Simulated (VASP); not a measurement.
# Te (Fd-3m) in VASP: further runs

Runs on Te. Level: PBE. Tasks: single point, relaxation of cell and atoms.

Program: VASP 6.6.1. These are calculated values, not measurements. Logs are shortened: lines on timing, memory, paths and dates and some standing lists are left out, and cuts for length are marked.

### 1 The cell of the first run

It takes space group Fd-3m (No. 227, cubic). The conventional cell has a = 7.281 Å, b = 7.281 Å, c = 7.281 Å, α = 90.00°, β = 90.00°, γ = 90.00°. Te (site symmetry -43m) has 4 Te at 3.15 Å within 4.1 Å.

This isn't the form of Te at room conditions, which is trigonal, of chains.

### 2 Single point, PBE (48.26 Å³/atom)

Contents of INCAR:

```
SYSTEM = Te
PREC = Accurate
ENCUT = 500
EDIFF = 1E-6
ISMEAR = -1
SIGMA = 0.1
LREAL = .FALSE.
LASPH = .TRUE.
NELM = 120
ALGO = Normal
ISIF = 2
LWAVE = .FALSE.
LCHARG = .FALSE.
GGA = PE
NBANDS = 13
GGA_COMPAT = .FALSE.
```

Contents of KPOINTS:

```
Automatic mesh
0
G
  9 9 9
  0 0 0
```

Contents of POSCAR:

```
Te
1.0
    0.0000000000      3.6407143730      3.6407143730
    3.6407143730      0.0000000000      3.6407143730
    3.6407143730      3.6407143730      0.0000000000
Te
2
Direct
    0.1250000000      0.1250000000      0.1250000000
    0.8750000000      0.8750000000      0.8750000000
```

Potentials or basis: VASP PAW PBE potentials, release 64 (Te).

Run with:

```bash
cat potpaw_PBE.64/Te/POTCAR > POTCAR
mpirun -np 1 vasp_std > vasp.out
```

OUTCAR:

```text
SYSTEM = Te
   PREC = Accurate
   ENCUT = 500
   EDIFF = 1E-6
   ISMEAR = -1
   LREAL = .FALSE.
   LASPH = .TRUE.
   NELM = 120
   ISIF = 2
   GGA = PE

 ion  position               nearest neighbor table
   1  0.125  0.125  0.125-   2 3.15   2 3.15   2 3.15   2 3.15
   2  0.875  0.875  0.875-   1 3.15   1 3.15   1 3.15   1 3.15

  LATTYP: Found a face centered cubic cell.
 ALAT       =     7.2814287460

  Lattice vectors:

 A1 = (   0.0000000000,   3.6407143730,   3.6407143730)
 A2 = (   3.6407143730,   0.0000000000,   3.6407143730)
 A3 = (   3.6407143730,   3.6407143730,   0.0000000000)

Analysis of symmetry for initial positions (statically):
=====================================================================
 Subroutine PRICEL returns:
 Original cell was already a primitive cell.

 Routine SETGRP: Setting up the symmetry group for a
 face centered cubic supercell.

 Subroutine GETGRP returns: Found 48 space group operations
 (whereof 12 operations were pure point group operations)
 out of a pool of 48 trial point group operations.

The static configuration has the point symmetry D_3d.
 The point group associated with its full space group is O_h .

Analysis of symmetry for dynamics (positions and initial velocities):
=====================================================================
 Subroutine PRICEL returns:
 Original cell was already a primitive cell.

 Routine SETGRP: Setting up the symmetry group for a
 face centered cubic supercell.

 Subroutine GETGRP returns: Found 48 space group operations
 (whereof 12 operations were pure point group operations)
 out of a pool of 48 trial point group operations.

The dynamic configuration has the point symmetry D_3d.
 The point group associated with its full space group is O_h .

 Subroutine INISYM returns: Found 48 space group operations
 (whereof 12 operations are pure point group operations),
 and found     1 'primitive' translations

----------------------------------------------------------------------------------------

                                     Primitive cell

  volume of cell :      96.5139

  direct lattice vectors                    reciprocal lattice vectors
     0.000000000  3.640714373  3.640714373    -0.137335684  0.137335684  0.137335684
     3.640714373  0.000000000  3.640714373     0.137335684 -0.137335684  0.137335684
     3.640714373  3.640714373  0.000000000     0.137335684  0.137335684 -0.137335684

  length of vectors
     5.148747643  5.148747643  5.148747643     0.237872383  0.237872383  0.237872383

  position of ions in fractional coordinates (direct lattice)
     0.125000000  0.125000000  0.125000000
     0.875000000  0.875000000  0.875000000

  ion indices of the primitive-cell ions
   primitive index   ion index
                 1           1
                 2           2

----------------------------------------------------------------------------------------

 KPOINTS: Automatic mesh

Automatic generation of k-mesh.
 Grid dimensions read from file:
 generate k-points for:    9    9    9

 Generating k-lattice:

  Cartesian coordinates                     Fractional coordinates (reciprocal lattice)
    -0.015259520  0.015259520  0.015259520     0.111111111  0.000000000  0.000000000
     0.015259520 -0.015259520  0.015259520     0.000000000  0.111111111  0.000000000
     0.015259520  0.015259520 -0.015259520     0.000000000  0.000000000  0.111111111

  Length of vectors
     0.026430265  0.026430265  0.026430265

  Shift w.r.t. Gamma in fractional coordinates (k-lattice)
     0.000000000  0.000000000  0.000000000

 Subroutine IBZKPT returns following result:
 ===========================================

 Found     35 irreducible k-points:

 Following reciprocal coordinates:
            Coordinates               Weight
  0.000000  0.000000  0.000000      1.000000
  0.111111  0.000000  0.000000      8.000000
  0.222222  0.000000  0.000000      8.000000
  0.333333  0.000000  0.000000      8.000000
  0.444444  0.000000  0.000000      8.000000
  0.111111  0.111111  0.000000      6.000000
[... 16 lines left out ...]
 -0.333333  0.333333  0.000000     12.000000
  0.444444  0.444444  0.000000      6.000000
 [... further k-points ...]
   k-points           NKPTS =     35   k-points in BZ     NKDIM =     35   number of bands    NBANDS=     13
   number of dos      NEDOS =    301   number of ions     NIONS =      2
   total plane-waves  NPLWV =  64000
   dimension x,y,z NGX =    40 NGY =   40 NGZ =   40
   dimension x,y,z NGXF=    80 NGYF=   80 NGZF=   80
   ions per type =               2
   NGX,Y,Z   is equivalent  to a cutoff of  12.92, 12.92, 12.92 a.u.
   NGXF,Y,Z  is equivalent  to a cutoff of  25.83, 25.83, 25.83 a.u.
 SYSTEM =  Te
   PREC   = accura    normal or accurate (medium, high low for compatibility)
   ISTART =      0    job   : 0-new  1-cont  2-samecut
   ICHARG =      2    charge: 1-file 2-atom 10-const
   ISPIN  =      1    spin polarized calculation?
   LNONCOLLINEAR =      F non collinear calculations
   LSORBIT =      F    spin-orbit coupling
   LASPH  =      T    aspherical Exc in radial PAW
   ENCUT  =  500.0 eV  36.75 Ry    6.06 a.u.   9.39  9.39  9.39*2*pi/ulx,y,z
   NELM   =    120;   NELMIN=  2; NELMDL= -5     # of ELM steps
   EDIFF  = 0.1E-05   stopping-criterion for ELM
   LREAL  =      F    real-space projection
   EDIFFG = 0.1E-04   stopping-criterion for IOM
   NSW    =      0    number of steps for IOM
   IBRION =     -1    ionic relax: 0-MD 1-quasi-New 2-CG
   NFREE  =      0    steps in history (QN), initial steepest desc. (CG)
   ISIF   =      2    stress and relaxation
   ISYM   =      2    0-nonsym 1-usesym 2-fastsym
   POTIM  = 0.5000    time-step for ionic-motion
   TEBEG  =    0.0;   TEEND  =   0.0 temperature during run
   PSTRESS=    0.0 pullay stress
   NELECT =      12.0000    total number of electrons
   NUPDOWN=      -1.0000    fix difference up-down
   EMIN   =  10.00;   EMAX   =-10.00  energy-range for DOS
   EFERMI =   0.00;   METHOD = LEGACY
   ISMEAR =    -1;   SIGMA  =   0.10  broadening in eV -4-tet -1-fermi 0-gaus
   EFERMI_NEDOS =   21; number of points for ismear=-14 and -15
   IALGO  =     38    algorithm
   IMIX   =      4    mixing-type and parameters
     AMIX     =   0.40;   BMIX     =  1.00
     AMIX_MAG =   1.60;   BMIX_MAG =  1.00
  volume/ion in A,a.u.               =      48.26       325.65
  Fermi-wavevector in a.u.,A,eV,Ry     =   0.817094  1.544084  9.083827  0.667642
  Thomas-Fermi vector in A             =   1.927480
   LORBIT       =      0    0 simple, 1 ext, 2 COOP (PROOUT), +10 PAW based schemes
   GGA     = PE    functional components
   LHFCALC =     F    Hartree Fock is set to
   AEXX    =    0.0000 exact exchange contribution
   IVDW    =     0    specifies the selected vdW correction
   LEPSILON=     F    determine dielectric tensor
   LRPA    =     F    only Hartree local field effects (RPA)
 non-spin polarized calculation
  energy-cutoff  :      500.00
  volume of cell :       96.51
 maximum number of plane-waves:      2473
 NGX is ok and might be reduce to    40
   NGX = 19   NGY = 19   NGZ = 19

 number of electron      12.0000000 magnetization

 Free energy of the ion-electron system (eV)
  ---------------------------------------------------
  ext. energy  EPLUGINS =         0.00000000
  ---------------------------------------------------
  free energy    TOTEN  =        -5.46919535 eV

  energy without entropy =       -5.40100954  energy(sigma->0) =       -5.43510245

 E-fermi :   2.8725     XC(G=0):  -7.3823

 val. band max:        2.8547079740   @ k =  -0.1111   0.1111   0.0000
 cond. band min:       2.9072059956   @ k =   0.2222   0.1111   0.0000
 fundamental gap:      0.0524980216
 Fermi energy:         2.8724816359

 k-point     1 :       0.0000    0.0000    0.0000
  band No.  band energies     occupation
      1      -9.8008      2.00000
      2      -5.9198      2.00000
      3       0.0405      2.00000
      4       0.0405      2.00000
      5       0.0405      2.00000
      6       2.2638      1.99546
      7       2.2638      1.99546
      8       2.2638      1.99546
      9       6.6220      0.00000
     10       8.8863      0.00000
     11       8.8863      0.00000
     12      10.3567      0.00000
     13      10.3567      0.00000

 k-point     2 :       0.1111    0.0000    0.0000
  band No.  band energies     occupation
      1      -9.7393      2.00000
      2      -6.0683      2.00000
      3      -0.0450      2.00000
      4      -0.0450      2.00000
      5       0.0045      2.00000
      6       2.3944      1.98336
      7       2.3944      1.98336
      8       2.3981      1.98274
      9       6.9217      0.00000
     10       8.6553      0.00000
     11       8.6553      0.00000
     12      10.1316      0.00000
     13      10.8840      0.00000

 k-point     3 :       0.2222    0.0000    0.0000
  band No.  band energies     occupation
      1      -9.5643      2.00000
      2      -6.4486      2.00000
      3      -0.2284      2.00000
      4      -0.2284      2.00000
      5      -0.1229      2.00000
      6       2.6855      1.73289
      7       2.6855      1.73289
      8       2.8472      1.12577
      9       7.5786      0.00000
     10       8.4511      0.00000
     11       8.4511      0.00000
     12       9.8903      0.00000
     13      11.9282      0.00000
[... 305 lines left out ...]
 k-point    23 :      -0.3333    0.3333    0.0000
  band No.  band energies     occupation
      1      -8.6740      2.00000
      2      -7.7995      2.00000
      3      -1.4177      2.00000
      4      -0.8115      2.00000
      5       0.9997      2.00000
      6       2.6632      1.78049
      7       3.8639      0.00010
      8       4.1214      0.00001
      9       7.2784      0.00000
     10       8.7160      0.00000
     11       8.9351      0.00000
     12      11.4376      0.00000
     13      12.1167      0.00000

 k-point    24 :       0.4444    0.4444    0.0000
  band No.  band energies     occupation
      1      -8.5573      2.00000
      2      -7.9371      2.00000
      3      -1.0727      2.00000
      4      -1.0727      2.00000
      5       1.2839      2.00000
      6       1.3998      2.00000
      7       4.5654      0.00000
      8       4.5654      0.00000
      9       7.5798      0.00000
     10       8.4469      0.00000
     11      10.5979      0.00000
     12      10.5979      0.00000
     13      10.8286      0.00000

 [... further k-points ...]

------------------------ aborting loop because EDIFF is reached ----------------------------------------

  FORCE on cell =-STRESS in cart. coord.  units (eV):
  Direction    XX          YY          ZZ          XY          YZ          ZX
  --------------------------------------------------------------------------------------
  -------------------------------------------------------------------------------------
  Total       -0.5871857     -0.5871857     -0.5871857      0.0000000     -0.0000000      0.0000000
  in kB       -9.7475675     -9.7475675     -9.7475675      0.0000000     -0.0000000      0.0000000
  external PRESSURE =      -9.7475675 kB  Pullay stress =       0.0000000 kB

 VOLUME and BASIS-vectors are now :
 -----------------------------------------------------------------------------
  energy-cutoff  :      500.00
  volume of cell :       96.51
      direct lattice vectors                 reciprocal lattice vectors
     0.000000000  3.640714373  3.640714373    -0.137335684  0.137335684  0.137335684
     3.640714373  0.000000000  3.640714373     0.137335684 -0.137335684  0.137335684
     3.640714373  3.640714373  0.000000000     0.137335684  0.137335684 -0.137335684

 POSITION                                       TOTAL-FORCE (eV/Angst)
 -----------------------------------------------------------------------------------
      0.91018      0.91018      0.91018        -0.000000      0.000000      0.000000
      6.37125      6.37125      6.37125         0.000000     -0.000000      0.000000
 -----------------------------------------------------------------------------------
    total drift:                                0.000000      0.000000     -0.000000

  FREE ENERGIE OF THE ION-ELECTRON SYSTEM (eV)
  ---------------------------------------------------
  free  energy   TOTEN  =        -5.4691953514 eV

  energy  without entropy=       -5.4010095417  energy(sigma->0) =       -5.43510245
```

Wall time 62 s (1 thread of Intel Xeon 8259CL, shared host); peak memory 0.25 GiB.

What came out:

```yaml
Free_energy: -5.4692 eV
Pressure: -1.0 GPa
Band_gap_on_the_k_mesh: zero (bands 6 and 7 overlap by 0.85 eV)
```

Levels at points of the mesh, in eV from the Fermi level:
| k point | band 3 | band 4 | band 5 | band 6 | band 7 | band 8 | band 9 | band 10 |
| --- | --- | --- | --- | --- | --- | --- | --- | --- |
| (0.00, 0.00, 0.00) | -2.83 | -2.83 | -2.83 | -0.61 | -0.61 | -0.61 | 3.75 | 6.01 |

Caveat: spin-orbit coupling is left out, which moves the levels of the heavy elements.

### 3 Single point, PBE (50.11 Å³/atom)

This run uses another cell than the first one, of 50.11 Å³/atom.

Contents of INCAR:

```
PREC = Accurate
ENCUT = 500
EDIFF = 1E-6
ISMEAR = -1
SIGMA = 0.1
LREAL = F
LASPH = T
NELM = 120
ALGO = Normal
ISIF = 2
LWAVE = F
LCHARG = F
GGA = PE
NBANDS = 13
GGA_COMPAT = F
```

Contents of KPOINTS:

```
regular mesh
0
Gamma
  9 9 9
```

Contents of POSCAR:

```
Te
1.0
    0.0000000000      3.6868042579      3.6868042579
    3.6868042579      0.0000000000      3.6868042579
    3.6868042579      3.6868042579      0.0000000000
Te
2
Direct
    0.1250000000      0.1250000000      0.1250000000
    0.8750000000      0.8750000000      0.8750000000
```

Potentials or basis: VASP PAW PBE potentials, release 64 (Te).

Run with:

```bash
cat potpaw_PBE.64/Te/POTCAR > POTCAR
mpirun -np 1 vasp_std > vasp.out
```

It took 59 s on 1 thread of Intel Xeon 8259CL, shared host; peak memory 0.25 GiB.

Results (log left out):

```yaml
Free_energy: -5.4374 eV
Pressure: -1.7 GPa
Band_gap_on_the_k_mesh: zero (bands 6 and 7 overlap by 0.82 eV)
```

Levels at points of the mesh, in eV from the Fermi level:
| k point | band 3 | band 4 | band 5 | band 6 | band 7 | band 8 | band 9 | band 10 |
| --- | --- | --- | --- | --- | --- | --- | --- | --- |
| (0.00, 0.00, 0.00) | -2.72 | -2.72 | -2.72 | -0.56 | -0.56 | -0.56 | 3.79 | 6.06 |

Caveat: spin-orbit coupling is left out, which moves the levels of the heavy elements.

(Part 1 of 2 ends here.)
